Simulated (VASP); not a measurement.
# HCl in VASP: notebook

HCl is run at these levels: PBE+D3(BJ); tasks: single point, relaxation of the atoms.

All numbers are computed with VASP 6.6.1; they aren't measurements. Logs are shortened: lines on timing, memory, paths and dates and some standing lists are left out, and cuts for length are marked.

**1. The cell of the first run**

The cell holds an amorphous packing of atoms, 20 atoms: a = 7.990 Å, b = 7.990 Å, c = 7.990 Å, α = 90.00°, β = 90.00°, γ = 90.00°.

**2. Single point, PBE+D3(BJ)**

INCAR

```
SYSTEM = HCl
  ALGO = Normal
  EDIFF = 1E-7
  ENCUT = 520
  GGA = PE
  ISIF = 2
  ISMEAR = -1
  IVDW = 12
  LASPH = .TRUE.
  LCHARG = .FALSE.
  LREAL = Auto
  LWAVE = .FALSE.
  NBANDS = 56
  NELM = 80
  PREC = Accurate
  SIGMA = 0.05
```

KPOINTS

```
k-points
0
G
  1 1 1
  0 0 0
```

POSCAR

```
HCl
1.0
    7.9895700000      0.0000000000      0.0000000000
    0.0000000000      7.9895700000      0.0000000000
    0.0000000000      0.0000000000      7.9895700000
Cl H
10 10
Direct
    0.3323082469      0.5401667424      0.6470060341
    0.4379209394      0.3826363622      0.2190230513
    0.6276307736     -0.0105888052      1.0060366202
    0.8552400192      0.5044827193      0.8490319254
    0.5355231884      0.8193932840      0.4411000842
   -0.0431437487      0.5509307760      0.3327463180
    0.0561607195      0.1153378718      1.0379657478
    0.1797969102      0.1155131002      0.4945823117
    0.7871136995      0.1521233308      0.6298461619
    0.2894774062      0.7071093939      0.0357466046
    0.3903213815      0.4751569859      0.5147210676
    0.3062492725      0.2764979842      0.2181218764
    0.7214906434      0.0097376955      0.8773813860
    0.8335867888      0.5909829941      0.9883009974
    0.4894381049      0.9267457448      0.5642481385
   -0.1816618416      0.4617770418      0.3079014265
   -0.0465607035      0.2080337240      0.9393121282
    0.1092173922     -0.0309403385      0.4396356750
    0.9531802087      0.1373415591      0.6129616487
    0.2213761191      0.7250828267     -0.1043735771
```

Potentials or basis: VASP PAW PBE potentials, release 64 (Cl, H).

The run is started by

```console
cat potpaw_PBE.64/Cl/POTCAR potpaw_PBE.64/H/POTCAR > POTCAR
mpirun -np 1 vasp_gam > vasp.out
```

OUTCAR:

```text
SYSTEM = HCl
   EDIFF = 1E-7
   ENCUT = 520
   GGA = PE
   ISIF = 2
   ISMEAR = -1
   IVDW = 12
   LASPH = .TRUE.
   LREAL = Auto
   NELM = 80
   PREC = Accurate
 IVDW          = 12

 ion  position               nearest neighbor table
   1  0.332  0.540  0.647-  11 1.27
   2  0.438  0.383  0.219-  12 1.35
   3  0.628  0.989  0.006-  13 1.28
   4  0.855  0.504  0.849-  14 1.32
   5  0.536  0.819  0.441-  15 1.36
   6  0.957  0.551  0.333-  16 1.33
[... 12 lines left out ...]
  19  0.953  0.137  0.613-   9 1.34
  20  0.221  0.725  0.896-  10 1.25

  LATTYP: Found a simple cubic cell.
 ALAT       =     7.9895700000

  Lattice vectors:

 A1 = (   7.9895700000,   0.0000000000,   0.0000000000)
 A2 = (   0.0000000000,   7.9895700000,   0.0000000000)
 A3 = (   0.0000000000,   0.0000000000,   7.9895700000)

Analysis of symmetry for initial positions (statically):
=====================================================================
 Subroutine PRICEL returns:
 Original cell was already a primitive cell.

 Routine SETGRP: Setting up the symmetry group for a
 simple cubic supercell.

 Subroutine GETGRP returns: Found  1 space group operations
 (whereof  1 operations were pure point group operations)
 out of a pool of 48 trial point group operations.

The static configuration has the point symmetry C_1 .

Analysis of symmetry for dynamics (positions and initial velocities):
=====================================================================
 Subroutine PRICEL returns:
 Original cell was already a primitive cell.

 Routine SETGRP: Setting up the symmetry group for a
 simple cubic supercell.

 Subroutine GETGRP returns: Found  1 space group operations
 (whereof  1 operations were pure point group operations)
 out of a pool of 48 trial point group operations.

The dynamic configuration has the point symmetry C_1 .

 Subroutine INISYM returns: Found  1 space group operations
 (whereof  1 operations are pure point group operations),
 and found     1 'primitive' translations

----------------------------------------------------------------------------------------

                                     Primitive cell

  volume of cell :     510.0000

  direct lattice vectors                    reciprocal lattice vectors
     7.989570000  0.000000000  0.000000000     0.125163181  0.000000000  0.000000000
     0.000000000  7.989570000  0.000000000     0.000000000  0.125163181  0.000000000
     0.000000000  0.000000000  7.989570000     0.000000000  0.000000000  0.125163181

  length of vectors
     7.989570000  7.989570000  7.989570000     0.125163181  0.125163181  0.125163181

  position of ions in fractional coordinates (direct lattice)
     0.332308247  0.540166742  0.647006034
     0.437920939  0.382636362  0.219023051
     0.627630774  0.989411195  0.006036620
     0.855240019  0.504482719  0.849031925
     0.535523188  0.819393284  0.441100084
     0.956856251  0.550930776  0.332746318
[... 12 lines left out ...]
     0.953180209  0.137341559  0.612961649
     0.221376119  0.725082827  0.895626423

  ion indices of the primitive-cell ions
   primitive index   ion index
                 1           1
                 2           2
                 3           3
                 4           4
                 5           5
                 6           6
[... 12 lines left out ...]
                19          19
                20          20

----------------------------------------------------------------------------------------

 KPOINTS: k-points

Automatic generation of k-mesh.
 Grid dimensions read from file:
 generate k-points for:    1    1    1

 Generating k-lattice:

  Cartesian coordinates                     Fractional coordinates (reciprocal lattice)
     0.125163181  0.000000000  0.000000000     1.000000000  0.000000000  0.000000000
     0.000000000  0.125163181  0.000000000     0.000000000  1.000000000  0.000000000
     0.000000000  0.000000000  0.125163181     0.000000000  0.000000000  1.000000000

  Length of vectors
     0.125163181  0.125163181  0.125163181

  Shift w.r.t. Gamma in fractional coordinates (k-lattice)
     0.000000000  0.000000000  0.000000000

 Subroutine IBZKPT returns following result:
 ===========================================

 Found      1 irreducible k-points:

 Following reciprocal coordinates:
            Coordinates               Weight
  0.000000  0.000000  0.000000      1.000000
   k-points           NKPTS =      1   k-points in BZ     NKDIM =      1   number of bands    NBANDS=     56
   number of dos      NEDOS =    301   number of ions     NIONS =     20
   total plane-waves  NPLWV = 216000
   dimension x,y,z NGX =    60 NGY =   60 NGZ =   60
   dimension x,y,z NGXF=   120 NGYF=  120 NGZF=  120
   ions per type =              10  10
   NGX,Y,Z   is equivalent  to a cutoff of  12.48, 12.48, 12.48 a.u.
   NGXF,Y,Z  is equivalent  to a cutoff of  24.97, 24.97, 24.97 a.u.
 SYSTEM =  HCl
   PREC   = accura    normal or accurate (medium, high low for compatibility)
   ISTART =      0    job   : 0-new  1-cont  2-samecut
   ICHARG =      2    charge: 1-file 2-atom 10-const
   ISPIN  =      1    spin polarized calculation?
   LNONCOLLINEAR =      F non collinear calculations
   LSORBIT =      F    spin-orbit coupling
   LASPH  =      T    aspherical Exc in radial PAW
   ENCUT  =  520.0 eV  38.22 Ry    6.18 a.u.  14.86 14.86 14.86*2*pi/ulx,y,z
   NELM   =     80;   NELMIN=  2; NELMDL= -5     # of ELM steps
   EDIFF  = 0.1E-06   stopping-criterion for ELM
   LREAL  =      T    real-space projection
   EDIFFG = 0.1E-05   stopping-criterion for IOM
   NSW    =      0    number of steps for IOM
   IBRION =     -1    ionic relax: 0-MD 1-quasi-New 2-CG
   NFREE  =      0    steps in history (QN), initial steepest desc. (CG)
   ISIF   =      2    stress and relaxation
   ISYM   =      2    0-nonsym 1-usesym 2-fastsym
   POTIM  = 0.5000    time-step for ionic-motion
   TEBEG  =    0.0;   TEEND  =   0.0 temperature during run
   PSTRESS=    0.0 pullay stress
   NELECT =      80.0000    total number of electrons
   NUPDOWN=      -1.0000    fix difference up-down
   EMIN   =  10.00;   EMAX   =-10.00  energy-range for DOS
   EFERMI =   0.00;   METHOD = LEGACY
   ISMEAR =    -1;   SIGMA  =   0.05  broadening in eV -4-tet -1-fermi 0-gaus
   EFERMI_NEDOS =   21; number of points for ismear=-14 and -15
   IALGO  =     38    algorithm
   IMIX   =      4    mixing-type and parameters
     AMIX     =   0.40;   BMIX     =  1.00
     AMIX_MAG =   1.60;   BMIX_MAG =  1.00
  volume/ion in A,a.u.               =      25.50       172.08
  Fermi-wavevector in a.u.,A,eV,Ry     =   0.882907  1.668452 10.606068  0.779524
  Thomas-Fermi vector in A             =   2.003601
   LORBIT       =      0    0 simple, 1 ext, 2 COOP (PROOUT), +10 PAW based schemes
   GGA     = PE    functional components
   LHFCALC =     F    Hartree Fock is set to
   AEXX    =    0.0000 exact exchange contribution
   IVDW    =    12    specifies the selected vdW correction
   LEPSILON=     F    determine dielectric tensor
   LRPA    =     F    only Hartree local field effects (RPA)
 non-spin polarized calculation
  energy-cutoff  :      520.00
  volume of cell :      510.00
 maximum number of plane-waves:      6807
 NGX is ok and might be reduce to    60
   NGX = 29   NGY = 29   NGZ = 29

 number of electron      80.0000002 magnetization

 Free energy of the ion-electron system (eV)
  ---------------------------------------------------
  ext. energy  EPLUGINS =         0.00000000
  ---------------------------------------------------
  free energy    TOTEN  =       -60.73084514 eV

  energy without entropy =      -60.73084514  energy(sigma->0) =      -60.73084514

 E-fermi :  -1.9715     XC(G=0):  -6.1186

 val. band max:       -3.2245293459   @ k =   0.0000   0.0000   0.0000
 cond. band min:       1.2937960635   @ k =   0.0000   0.0000   0.0000
 fundamental gap:      4.5183254094
 Fermi energy:        -1.9714723543

 k-point     1 :       0.0000    0.0000    0.0000
  band No.  band energies     occupation
      1     -18.1663      2.00000
      2     -17.3950      2.00000
      3     -17.3350      2.00000
      4     -17.2102      2.00000
      5     -17.1334      2.00000
      6     -17.1026      2.00000
[... 44 lines left out ...]
     51       4.6990      0.00000
     52       5.2604      0.00000
 [bands above 52 left out]

------------------------ aborting loop because EDIFF is reached ----------------------------------------

 Edisp (eV)   -1.21951

 E8    (eV) :    -0.3612

  FORCE on cell =-STRESS in cart. coord.  units (eV):
  Direction    XX          YY          ZZ          XY          YZ          ZX
  --------------------------------------------------------------------------------------
  -------------------------------------------------------------------------------------
  Total      -2.40989    -3.69352     0.32459    -1.02590    -2.31458    -1.65019
  in kB      -7.57073   -11.60329     1.01972    -3.22290    -7.27131    -5.18411
  external pressure =       -6.05 kB  Pullay stress =        0.00 kB

 VOLUME and BASIS-vectors are now :
 -----------------------------------------------------------------------------
  energy-cutoff  :      520.00
  volume of cell :      510.00
      direct lattice vectors                 reciprocal lattice vectors
     7.989570000  0.000000000  0.000000000     0.125163181  0.000000000  0.000000000
     0.000000000  7.989570000  0.000000000     0.000000000  0.125163181  0.000000000
     0.000000000  0.000000000  7.989570000     0.000000000  0.000000000  0.125163181

 POSITION                                       TOTAL-FORCE (eV/Angst)
 -----------------------------------------------------------------------------------
      2.65500      4.31570      5.16930        -0.459813     -0.126212      0.877341
      3.49880      3.05710      1.74990        -0.952541     -1.109057      0.210445
      5.01450      7.90497      0.04823        -0.203415     -0.162684      0.280282
      6.83300      4.03060      6.78340        -0.181866      0.519699      0.807127
      4.27860      6.54660      3.52420        -0.278711      1.342879      0.993106
      7.64487      4.40170      2.65850        -0.999275     -0.629287     -0.248839
[... 12 lines left out ...]
      7.61550      1.09730      4.89730        -0.704309      0.119363     -0.045661
      1.76870      5.79310      7.15567        -0.505533      0.220176     -0.897098
 -----------------------------------------------------------------------------------
    total drift:                               -0.003149     -0.000083     -0.000461

  FREE ENERGIE OF THE ION-ELECTRON SYSTEM (eV)
  ---------------------------------------------------
  free  energy   TOTEN  =       -61.9503562116 eV

  energy  without entropy=      -61.9503562115  energy(sigma->0) =      -61.95035621
```

Wall time 50 s (1 thread of Intel Xeon Platinum 8488C (Sapphire Rapids), shared host); peak memory 0.43 GiB.

What came out:

```
Free energy                : -61.9504 eV
Pressure                   : -0.6 GPa
Largest force              : 1.922 eV/Å
Band gap on the k mesh     : 4.52 eV
Dispersion energy per atom : -0.061 eV
```

Forces on the atoms (eV/Å):
```
Cl  -0.460 -0.126  0.877
Cl  -0.953 -1.109  0.210
Cl  -0.203 -0.163  0.280
Cl  -0.182  0.520  0.807
Cl  -0.279  1.343  0.993
Cl  -0.999 -0.629 -0.249
Cl  -0.799  0.782 -0.915
Cl  -0.623 -1.725 -0.573
Cl   0.542 -0.002 -0.001
Cl   0.254  0.047  0.894
H    0.277 -0.239 -0.838
H    1.108  0.924 -0.068
H    0.134  0.081 -0.261
H    0.180 -0.422 -0.726
H    0.472 -1.166 -1.248
H    0.962  0.582  0.262
H    0.923 -0.614  0.987
H    0.856  1.577  0.512
H   -0.704  0.119 -0.046
H   -0.506  0.220 -0.897
```

Stress tensor (GPa, compression positive):
```
-0.76 -0.32 -0.52
-0.32 -1.16 -0.73
-0.52 -0.73  0.10
```

Levels at points of the mesh, in eV from the valence-band top:
```
           k point  band 36  band 37  band 38  band 39  band 40  band 41  band 42  band 43  band 44  band 45
(0.00, 0.00, 0.00)    -0.49    -0.36    -0.29    -0.10     0.00     4.52     5.24     5.85     6.15     6.30
```

Caveat: the k points lie up to 0.79 Å⁻¹ apart.

**3. Single point, PBE+D3(BJ)**

INCAR

```
ALGO = Normal ; EDIFF = 1E-6
ENCUT = 520 ; GGA = PE
ISIF = 2 ; ISMEAR = -1
IVDW = 12 ; LASPH = T
LCHARG = F ; LREAL = Auto
LWAVE = F ; NBANDS = 56
NELM = 100 ; PREC = Accurate
SIGMA = 0.05
```

KPOINTS

```
k-points
0
Gamma
  1 1 1
```

POSCAR

```
HCl
1.0
    7.9895700000      0.0000000000      0.0000000000
    0.0000000000      7.9895700000      0.0000000000
    0.0000000000      0.0000000000      7.9895700000
Cl H
10 10
Direct
    0.3466769801      0.5329698595      0.6727145516
    0.4863966396      0.4058916813      0.2202496505
    0.5620452665      0.0267348556      1.0248486464
    0.8849913074      0.4593238435      0.8710230964
    0.5875535229      0.8127846680      0.4000590770
   -0.0272980899      0.5580775937      0.3436980964
    0.0146691249      0.1051871377      1.0118567082
    0.1685572565      0.1280544510      0.4395355445
    0.7604914908      0.1433118428      0.6373809855
    0.2380728875      0.6792480697      0.0601409087
    0.3696944892      0.5315930645      0.5220556300
    0.5145458391      0.2441182692      0.2589626225
    0.7028913947     -0.0090242654      0.9530049802
    0.9280474419      0.5863144074      0.9639066934
    0.7122911496      0.8770058964      0.4900263719
   -0.1921254836      0.5424697449      0.3261377020
    0.0347953645      0.2601141238      1.0287662540
    0.1382302176      0.2630429422      0.3407817943
    0.9240297037      0.1103563771      0.5886925079
    0.2950346514      0.8234110221      0.0898921970
```

Potentials or basis: VASP PAW PBE potentials, release 64 (Cl, H).

The run is started by

```console
cat potpaw_PBE.64/Cl/POTCAR potpaw_PBE.64/H/POTCAR > POTCAR
mpirun -np 1 vasp_gam > vasp.out
```

OUTCAR:

```text
EDIFF = 1E-6
   ENCUT = 520
   GGA = PE
   ISIF = 2
   ISMEAR = -1
   IVDW = 12
   LASPH = T
   LREAL = Auto
   NELM = 100
   PREC = Accurate
 IVDW          = 12

 ion  position               nearest neighbor table
   1  0.347  0.533  0.673-  11 1.22
   2  0.486  0.406  0.220-  12 1.35
   3  0.562  0.027  0.025-  13 1.30
   4  0.885  0.459  0.871-  14 1.30
   5  0.588  0.813  0.400-  15 1.33
[... 283 lines left out ...]
  -------------------------------------------------------------------------------------
  Total      -3.44308     0.56756     3.25029     1.01369     0.45886    -0.49255
  in kB     -10.81651     1.78299    10.21086     3.18453     1.44152    -1.54735
  external pressure =        0.39 kB  Pullay stress =        0.00 kB

 VOLUME and BASIS-vectors are now :
 -----------------------------------------------------------------------------
  energy-cutoff  :      520.00
  volume of cell :      510.00
      direct lattice vectors                 reciprocal lattice vectors
     7.989570000  0.000000000  0.000000000     0.125163181  0.000000000  0.000000000
     0.000000000  7.989570000  0.000000000     0.000000000  0.125163181  0.000000000
     0.000000000  0.000000000  7.989570000     0.000000000  0.000000000  0.125163181

 POSITION                                       TOTAL-FORCE (eV/Angst)
 -----------------------------------------------------------------------------------
      2.76980      4.25820      5.37470        -0.408754      0.015357      2.399290
      3.88610      3.24290      1.75970         0.253622     -1.438699      0.454914
      4.49050      0.21360      0.19853         0.032102     -0.123633     -0.253101
      7.07070      3.66980      6.95910        -0.065875      0.715460      0.187779
      4.69430      6.49380      3.19630         0.777342      0.224834      0.526540
      7.77147      4.45880      2.74600        -1.106906     -0.166709     -0.037320
[... 12 lines left out ...]
      7.38260      0.88170      4.70340        -1.610040      0.539970      0.392340
      2.35720      6.57870      0.71820         0.320126      0.822493      0.087846
 -----------------------------------------------------------------------------------
    total drift:                                0.001191     -0.003422      0.000683

  FREE ENERGIE OF THE ION-ELECTRON SYSTEM (eV)
  ---------------------------------------------------
  free  energy   TOTEN  =       -62.0016505857 eV

  energy  without entropy=      -62.0016505856  energy(sigma->0) =      -62.00165059
```

OSZICAR:

```text
N       E                     dE             d eps       ncg     rms          rms(c)
DAV:   1     0.742647504898E+03    0.74265E+03   -0.35716E+04   112   0.122E+03
DAV:   2     0.369190308583E+02   -0.70573E+03   -0.67260E+03   160   0.239E+02
DAV:   3    -0.600305613985E+02   -0.96950E+02   -0.96373E+02   144   0.996E+01
DAV:   4    -0.622273434500E+02   -0.21968E+01   -0.21890E+01   136   0.182E+01
DAV:   5    -0.622731137760E+02   -0.45770E-01   -0.45761E-01   128   0.281E+00    0.240E+01
DAV:   6    -0.610326707409E+02    0.12404E+01   -0.17326E+00   136   0.410E+00    0.136E+01
DAV:   7    -0.607741459358E+02    0.25852E+00   -0.14250E+00   120   0.396E+00    0.317E+00
DAV:   8    -0.607667976115E+02    0.73483E-02   -0.14320E-01   136   0.150E+00    0.118E+00
DAV:   9    -0.607650048917E+02    0.17927E-02   -0.12061E-02   128   0.455E-01    0.466E-01
DAV:  10    -0.607645790369E+02    0.42585E-03   -0.59545E-03   136   0.287E-01    0.208E-01
DAV:  11    -0.607644433665E+02    0.13567E-03   -0.40135E-04   144   0.914E-02    0.124E-01
DAV:  12    -0.607643311596E+02    0.11221E-03   -0.32469E-04   144   0.876E-02    0.658E-02
DAV:  13    -0.607642283930E+02    0.10277E-03   -0.13631E-04   120   0.767E-02    0.326E-02
DAV:  14    -0.607642111334E+02    0.17260E-04   -0.10398E-04   136   0.472E-02    0.159E-02
DAV:  15    -0.607642108089E+02    0.32447E-06   -0.18520E-05   144   0.174E-02    0.116E-02
DAV:  16    -0.607642108234E+02   -0.14439E-07   -0.12498E-06    88   0.478E-03
   1 F= -.62001651E+02 E0= -.62001651E+02  d E =-.829812E-10
```

It took 37 s on 1 thread of Intel Xeon Platinum 8488C (Sapphire Rapids), shared host; peak memory 0.45 GiB.

What came out:

```
Free energy                : -62.0017 eV
Pressure                   : 0.0 GPa
Largest force              : 2.482 eV/Å
Band gap on the k mesh     : 4.91 eV
Dispersion energy per atom : -0.062 eV
```

Forces in eV/Å, atoms in the order of the input:
```
Cl  -0.409  0.015  2.399
Cl   0.254 -1.439  0.455
Cl   0.032 -0.124 -0.253
Cl  -0.066  0.715  0.188
Cl   0.777  0.225  0.527
Cl  -1.107 -0.167 -0.037
Cl   0.212 -1.499  0.117
Cl  -0.167  1.128 -0.835
Cl   1.729 -0.485 -0.594
Cl  -0.239 -0.534 -0.263
H    0.455 -0.086 -2.438
H   -0.107  1.371 -0.310
H   -0.182  0.118  0.107
H   -0.062 -0.255 -0.234
H   -0.864 -0.267 -0.476
H    0.904  0.044  0.176
H   -0.020  1.099 -0.061
H    0.150 -1.223  1.053
H   -1.610  0.540  0.392
H    0.320  0.822  0.088
```

Stress tensor (GPa, compression positive):
```
-1.08  0.32 -0.15
 0.32  0.18  0.14
-0.15  0.14  1.02
```

Caveat: the k points lie up to 0.79 Å⁻¹ apart.

(Part 1 of 2 ends here.)
